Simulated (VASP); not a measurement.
Here is a VASP 6.6.1 calculation.

INCAR

```
SYSTEM = W
PREC = Accurate ; ENCUT = 520
EDIFF = 1E-7 ; ISMEAR = -1
SIGMA = 0.08 ; LREAL = .False.
LASPH = .True. ; NELM = 60
ALGO = Normal ; ISIF = 2
LWAVE = .False. ; LCHARG = .False.
GGA = PE ; NBANDS = 13
```

The input KPOINTS:

```
regular mesh
0
Gamma
  19 19 19
  0 0 0
```

The input POSCAR:

```
W
1.0
   -1.5917092846      1.5917092846      1.5917092846
    1.5917092846     -1.5917092846      1.5917092846
    1.5917092846      1.5917092846     -1.5917092846
W
1
Direct
    0.0000000000      0.0000000000      0.0000000000
```

Potentials or basis: VASP PAW PBE potentials, release 64 (W_sv).

The run is started by

```console
$ cat potpaw_PBE.64/W_sv/POTCAR > POTCAR
$ mpirun -np 1 vasp_std > vasp.out
```

What does it give for the band gap on the k mesh?

Zero (bands 7 and 8 overlap by 5.91 eV).

Predict the pressure.

0.5 GPa.

Caveat: spin-orbit coupling is left out, which moves the levels of the heavy elements.
